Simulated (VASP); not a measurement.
# Ba8Zn3O11 in VASP: further runs, part 2 of 2

VASP 6.6.1. The steps go on from the part before.

## Step 4: Single point, PBE

Contents of INCAR:

```
SYSTEM = Ba8Zn3O11
PREC     = Accurate       ! precision mode
ENCUT    = 520            ! plane-wave cutoff, eV
EDIFF    = 1E-6           ! SCF threshold, eV
ISMEAR   = -1             ! smearing method
SIGMA    = 0.293          ! smearing width, eV
LREAL    = Auto         
LASPH    = .True.         ! aspherical terms in the spheres
NELM     = 100            ! most SCF steps
ALGO     = Normal         ! electronic algorithm
ISIF     = 2              ! what is computed and relaxed
LWAVE    = .False.        ! write WAVECAR
LCHARG   = .False.        ! write CHGCAR
GGA      = PE             ! functional
NBANDS   = 108            ! bands
ISYM     = 0
```

Contents of KPOINTS:

```
Automatic mesh
0
Gamma
  1 1 1
  0 0 0
```

Contents of POSCAR:

```
Ba8Zn3O11
1.0
    7.5350960000     -0.0410920000      0.1399040000
   -0.0410920000      7.6639600000     -0.3067190000
    0.1399040000     -0.3067190000      7.2967150000
Ba O Zn
8 11 3
Direct
    0.3609861729      0.2006361429      0.7397935246
    0.6822376711      0.6672767110      0.7479370739
    0.8429837801      0.1454218442      0.5059037992
    0.4315526095      0.5793525545      0.0600727176
    0.0016452711      0.8205939581      0.1607714675
    0.6852274241      1.0361819084      0.9751998839
    0.0270315265      0.3497111529      0.9864420135
    0.3717882519      0.0351284218      0.2712883662
    0.5515435058      0.9787946492      0.5754257599
   -0.0735668209      0.8586373671      0.7711372429
    1.1178757871     -0.0010001183      0.5099892144
    0.1614237624      0.5664606692      0.3003520653
   -0.1493806276      0.5620850540      0.0319045095
    0.2612177559      0.5022099762      0.7022525798
    0.3859270087      0.9304673542      0.9196856783
    0.5970737263      0.5148262189      0.4283679684
    0.5629582073      0.2747889614     -0.0378081246
    0.9953725447      0.2626218583      0.2895698288
    0.6055921549      0.7523503140      0.1752670032
    0.1242664933      0.8356229811      0.6383195816
    0.7791486435      0.4645697261      0.2592797375
    0.3699408451      0.4957042906      0.4551242196
```

Potentials or basis: VASP PAW PBE potentials, release 64 (Ba_sv, O, Zn).

Launch:

```console
$ cat potpaw_PBE.64/Ba_sv/POTCAR potpaw_PBE.64/O/POTCAR potpaw_PBE.64/Zn/POTCAR > POTCAR
$ mpirun -np 1 vasp_gam > vasp.out
```

OUTCAR:

```text
SYSTEM = Ba8Zn3O11
   PREC = Accurate
   ENCUT = 520
   EDIFF = 1E-6
   ISMEAR = -1
   LREAL = Auto
   LASPH = .True.
   NELM = 100
   ISIF = 2
   GGA = PE
   ISYM = 0

 ion  position               nearest neighbor table
   1  0.361  0.201  0.740-  17 2.30   9 2.45  14 2.48  15 2.56  11 2.88  22 3.20   7 3.21  20 3.35
                             6 3.36   8 3.55   4 3.62   3 3.97   8 4.19   2 4.30   3 4.32
   2  0.682  0.667  0.748-  10 2.34  16 2.62  13 2.66   9 2.98   4 3.02   6 3.16  19 3.17  15 3.18
                            22 3.42  20 3.64  21 3.82   5 4.02   7 4.11   1 4.30   3 4.34   3 4.41
   3  0.843  0.145  0.506-  18 2.17  11 2.37   9 2.58  10 3.13  21 3.21  20 3.42   5 3.58   6 3.74
                             1 3.97   7 4.01   8 4.05   6 4.12   1 4.32   2 4.34   8 4.34   7 4.39
   4  0.432  0.579  0.060-  19 2.01  17 2.58  12 2.64  14 2.97  15 2.99   2 3.02  22 3.02  16 3.09
                            13 3.16  21 3.21   7 3.54   1 3.62   8 3.73   5 3.77   6 4.05   8 4.58
   5  0.002  0.821  0.161-  13 2.42  12 2.60  11 2.95  10 2.96  19 3.02  21 3.30   6 3.31   8 3.31
                             3 3.58  20 3.63   7 3.73   4 3.77   2 4.02   7 4.35   4 4.72
   6  0.685  0.036  0.975-  17 2.07  15 2.43  10 2.63  19 2.77   9 3.12   8 3.14   2 3.16   5 3.31
                             1 3.36   7 3.50   3 3.74  21 3.81   4 4.05   3 4.12   4 4.59
[... 290 lines left out ...]
    102       6.1870      0.00003
    103       6.3670      0.00002
 [bands above 103 left out]

------------------------ aborting loop because EDIFF is reached ----------------------------------------

  FORCE on cell =-STRESS in cart. coord.  units (eV):
  Direction    XX          YY          ZZ          XY          YZ          ZX
  --------------------------------------------------------------------------------------
  -------------------------------------------------------------------------------------
  Total       42.8021995     45.3472332     35.8104522      2.6837481     -1.5661281    -11.9171448
  in kB      163.0806630    172.7774960    136.4414060     10.2253490     -5.9671049    -45.4055140
  external PRESSURE =     157.4331883 kB  Pullay stress =       0.0000000 kB

 VOLUME and BASIS-vectors are now :
 -----------------------------------------------------------------------------
  energy-cutoff  :      520.00
  volume of cell :      420.51
      direct lattice vectors                 reciprocal lattice vectors
     7.535096000 -0.041092000  0.139904000     0.132762428  0.000610988 -0.002519845
    -0.041092000  7.663960000 -0.306719000     0.000610988  0.130703536  0.005482437
     0.139904000 -0.306719000  7.296715000    -0.002519845  0.005482437  0.137326743

 POSITION                                       TOTAL-FORCE (eV/Angst)
 -----------------------------------------------------------------------------------
      2.81532      1.29592      5.38703        -1.156579     -1.574561     -1.764063
      5.21795      4.85654      5.34826        -0.625595      0.017935     -2.229678
      6.41677      0.92470      3.76477        -1.986824     -0.563030      3.495109
      3.23639      4.40398      0.32101        -4.723891     -2.769682     -1.127097
      0.00117      6.23962      0.92164         0.107492     -0.606442     -0.051854
      5.29820     -0.04997      7.20052         2.357116     -3.791937      0.107517
[... 14 lines left out ...]
      5.88814      3.44890      1.85840         0.087282      0.217581      0.295207
      2.83084      3.64426      3.22063        -4.918382      0.930217      0.715969
 -----------------------------------------------------------------------------------
    total drift:                               -0.010819      0.008587     -0.010429

  FREE ENERGIE OF THE ION-ELECTRON SYSTEM (eV)
  ---------------------------------------------------
  free  energy   TOTEN  =      -102.5851039247 eV

  energy  without entropy=     -101.6555044231  energy(sigma->0) =     -102.12030417
```

OSZICAR:

```text
N       E                     dE             d eps       ncg     rms          rms(c)
DAV:   1     0.288028651804E+04    0.28803E+04   -0.92610E+04   216   0.190E+03
DAV:   2     0.360446404952E+03   -0.25198E+04   -0.24448E+04   248   0.514E+02
DAV:   3    -0.939751017004E+02   -0.45442E+03   -0.43769E+03   244   0.220E+02
[... 12 lines left out ...]
DAV:  16    -0.102585039411E+03   -0.16725E-03   -0.28367E-04   248   0.946E-02    0.284E-02
DAV:  17    -0.102585096612E+03   -0.57201E-04   -0.12007E-04   264   0.534E-02    0.131E-02
DAV:  18    -0.102585101703E+03   -0.50910E-05   -0.21400E-05   288   0.232E-02    0.613E-03
DAV:  19    -0.102585103487E+03   -0.17843E-05   -0.42715E-06   192   0.104E-02    0.338E-03
DAV:  20    -0.102585103925E+03   -0.43738E-06   -0.14522E-06   168   0.739E-03
   1 F= -.10258510E+03 E0= -.10212030E+03  d E =-.929600E+00
```

stdout:

```text
POSCAR found type information on POSCAR BaO Zn
 POSCAR found :  3 types and      22 ions
 scaLAPACK will be used
 LDA part: xc-table for (Slater+PW92), standard interpolation
 POSCAR, INCAR and KPOINTS ok, starting setup
 FFT: planning ... GRIDC
 FFT: planning ... GRID_SOFT
 FFT: planning ... GRID
 WAVECAR not read
 entering main loop
```

Run time: 67 s. Hardware: 1 thread of AMD EPYC 9R45 (Zen 5), shared host; peak memory 0.38 GiB.

What came out:

```yaml
Free_energy: -102.5851 eV
Pressure: 15.7 GPa
Largest_force: 7.324 eV/Å
Band_gap_on_the_k_mesh: 1.16 eV
```

Forces on the atoms (eV/Å):
```
Ba  -1.157 -1.575 -1.764
Ba  -0.626  0.018 -2.230
Ba  -1.987 -0.563  3.495
Ba  -4.724 -2.770 -1.127
Ba   0.107 -0.606 -0.052
Ba   2.357 -3.792  0.108
Ba   3.179 -2.212 -1.667
Ba   0.230 -0.119  1.260
O    0.716  0.179 -0.889
O   -1.607  0.406  2.541
O    1.296  4.456 -5.152
O    0.979  0.965 -0.428
O   -1.563  1.232 -0.015
O    0.005  0.929 -0.147
O   -1.178 -0.960  0.990
O    3.074 -1.181  0.465
O   -0.133  4.704  1.015
O   -0.303  0.666 -2.669
O    3.470  5.110  2.102
Zn   2.694 -6.036  3.153
Zn   0.087  0.218  0.295
Zn  -4.918  0.930  0.716
```

Stress tensor (GPa, compression positive):
```
16.31  1.02 -4.54
 1.02 17.28 -0.60
-4.54 -0.60 13.64
```

Caveat: the k points lie up to 0.86 Å⁻¹ apart; spin-orbit coupling is left out, which moves the levels of the heavy elements.

## Step 5: Single point, PBE

Contents of INCAR:

```
SYSTEM = Ba8Zn3O11
  PREC = Accurate
  ENCUT = 520
  EDIFF = 1E-6
  ISMEAR = -1
  SIGMA = 0.2111
  LREAL = Auto
  LASPH = .TRUE.
  NELM = 60
  ALGO = Normal
  ISIF = 2
  LWAVE = .FALSE.
  LCHARG = .TRUE.
  GGA = PE
  LELF = .TRUE.
  LVHAR = .TRUE.
  NBANDS = 108
  ISYM = 0
```

Contents of KPOINTS:

```
regular mesh
0
G
  1 1 1
  0 0 0
```

Contents of POSCAR:

```
Ba8Zn3O11
1.0
    7.5350960000     -0.0410920000      0.1399040000
   -0.0410920000      7.6639600000     -0.3067190000
    0.1399040000     -0.3067190000      7.2967150000
Ba O Zn
8 11 3
Direct
    0.3752875397      0.1503493700      0.7458365553
    0.6862866285      0.6586778834      0.7356670471
    0.8336029410      0.1085331823      0.5293462611
    0.4003192855      0.5834416471      0.0845546755
   -0.0135625038      0.8329382846      0.1487224657
    0.6822807347      0.0757227876      0.9870537377
    0.0432035524      0.3242859391      0.9886611042
    0.3262233628      0.0050871659      0.2182116716
    0.5326729160      0.8650343795      0.6190561654
    0.9245278029      0.8599207185      0.8326360403
    0.1226361584      0.9325437636      0.4521948029
    0.1149278367      0.5497227348      0.2750023186
    0.8684777276      0.5343286440      0.0024415424
    0.3235829259      0.5205882559      0.7233360168
    0.2748455310      0.9149965467      0.9135233919
    0.5393543727      0.4645762859      0.3289783882
    0.6199865368      0.3248457964      0.8995846462
    0.8173074284      0.2178971187      0.2600132536
    0.5847222558      0.8377555890      0.2270251166
    0.1996330452      0.7861977080      0.6948427221
    0.7648900846      0.4756952259      0.2252691220
    0.3254781857      0.5335851307      0.4703704335
```

Launch:

```console
$ cat potpaw_PBE.64/Ba_sv/POTCAR potpaw_PBE.64/O/POTCAR potpaw_PBE.64/Zn/POTCAR > POTCAR
$ mpirun -np 1 vasp_gam > vasp.out
```

Run time: 70 s. Hardware: 1 thread of AMD EPYC 9R45 (Zen 5), shared host; peak memory 0.39 GiB.

Results (log left out):

```
Free energy            : -104.6328 eV
Pressure               : 12.1 GPa
Largest force          : 4.820 eV/Å
Band gap on the k mesh : 1.07 eV
```

Forces on the atoms (eV/Å):
```
Ba  -0.447  0.515 -3.322
Ba   0.945 -2.527 -0.661
Ba  -0.321 -1.310  1.998
Ba   0.124  0.416 -1.615
Ba  -2.354 -2.435 -0.130
Ba   1.199 -4.380  1.454
Ba   1.773 -1.478  0.177
Ba   2.790  2.562  2.980
O   -0.912  3.132 -0.557
O    0.411  1.193 -1.419
O    0.005  0.163  2.194
O    1.142 -0.682  0.639
O   -1.198  2.942  0.273
O   -1.184  0.185  0.315
O   -0.362 -0.437  0.826
O   -0.345 -0.859  1.562
O   -1.188  2.459 -1.637
O    1.188  1.047 -1.887
O    0.687  0.091 -0.974
Zn  -0.905  0.179 -0.537
Zn  -0.257 -0.707  0.834
Zn  -0.790 -0.069 -0.514
```

Stress tensor (GPa, compression positive):
```
12.42 -0.70  0.59
-0.70 10.55 -1.58
 0.59 -1.58 13.48
```

Levels at points of the mesh, in eV from the valence-band top:
| k point | band 87 | band 88 | band 89 | band 90 | band 91 | band 92 | band 93 | band 94 | band 95 | band 96 |
| --- | --- | --- | --- | --- | --- | --- | --- | --- | --- | --- |
| (0.00, 0.00, 0.00) | -0.68 | -0.57 | -0.42 | -0.30 | 0.00 | 1.07 | 2.01 | 2.45 | 2.59 | 2.89 |

Caveat: the k points lie up to 0.86 Å⁻¹ apart; spin-orbit coupling is left out, which moves the levels of the heavy elements.
